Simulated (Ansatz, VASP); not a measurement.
## GaP in VASP and in Ansatz

```
Ga P
1.0
     0.00000    2.74442    2.74442
     2.74442    0.00000    2.74442
     2.74442    2.74442    0.00000
Ga P
1 1
Cartesian
  0.0000 0.0000 0.0000
  4.1166 4.1166 4.1166
```

Alike in both runs: task single point; functional PBE; k mesh 6 × 6 × 6; occupations gaussian, width 0.05 eV; no spin polarisation.

|  | VASP | Ansatz |
| --- | --- | --- |
| version | VASP 6.6.1 | Ansatz 0.2.0 |
| potentials or method | VASP PAW PBE potentials, release 64 (Ga_d, P), cutoff 520 eV | scalar-relativistic, plane waves, PAW |
| valence electrons in the cell | 18 | 18 |

|  | VASP | Ansatz | Ansatz less VASP |
| --- | --- | --- | --- |
| gap on the k mesh at the Fermi level (eV) | 1.61 | 1.61 | +0.002 |
| least direct gap on the mesh (eV) | 1.65 | 1.65 | +0.003 |
| pressure (GPa) | 0.7 | 0.8 | +0.07 |

With one functional, cell and mesh, what is left measures potentials, basis and numerics.
